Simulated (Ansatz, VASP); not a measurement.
## Two plane-wave programs on ScAl3

```xyz
4
Lattice="4.1053 0.0000 0.0000 0.0000 4.1053 0.1539 0.0000 0.1539 4.1053" Properties=species:S:1:pos:R:3 pbc="T T T"
Sc    0.0000    0.0000    0.0000
Al    2.0527    0.0770    2.0527
Al    0.0000    2.1296    2.1296
Al    2.0527    2.0527    0.0770
```

Change from the starting cell: strain +0.0750 x Voigt [0, 0, 0, 1, 0, 0], atoms carried along.

Alike in both runs: task single point; functional PBE; k mesh 12 × 12 × 12; occupations gaussian, width 0.15 eV; no spin polarisation.

|  | VASP | Ansatz |
| --- | --- | --- |
| version | VASP 6.6.1 | Ansatz 0.2.0 |
| potentials or method | VASP PAW PBE potentials, release 64 (Sc_sv, Al), cutoff 520 eV | scalar-relativistic, plane waves, PAW |
| valence electrons in the cell | 20 | 20 |

```csv
,VASP,Ansatz,Ansatz less VASP
gap on the k mesh at the Fermi level (eV),none,none,-
pressure (GPa),0.8,0.8,0.00
"traceless stress, the component that is largest in VASP (GPa)",-5.36,-5.36,+0.008
```

A gap of «none» marks a metal or a gap that the smearing closes.
